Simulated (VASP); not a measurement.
Crystal: SiC3.

```
C Si
1.0
     2.79640    0.00000    0.00000
     0.00000    2.79640    0.00000
     0.00000    0.00000    4.09004
C Si
3 1
Direct
  0.50000 0.00000 0.78627
  0.50000 0.50000 0.00000
  0.00000 0.50000 0.21373
  0.00000 0.00000 0.50000
```

Base run:

```yaml
Program: VASP 6.6.1
Functional: r2SCAN
Potentials_or_basis: VASP PAW PBE potentials, release 64 (C, Si)
Cutoff: 520 eV
k_mesh: 6 × 6 × 4
Occupations: gaussian, width 0.01 eV
Spin: no spin polarisation
```

Its results: band gap on the k mesh 1.96 eV, indirect (least direct gap 2.15 eV); pressure 0.0 GPa; largest force 0.050 eV/Å.

Question: The run is repeated on the same cell with these changes: functional from r2SCAN to PBE. What comes out?

Answer: Band gap on the k mesh 1.64 eV, indirect (least direct gap 1.85 eV); pressure 3.3 GPa; largest force 0.318 eV/Å.

r2SCAN gives the wider gap, since meta-GGAs in the generalised Kohn-Sham scheme recover part of the derivative discontinuity.

Caveats: the PAW data sets were made with another functional, which shifts forces and pressure a little (some runs).

A k mesh can miss the band edges.
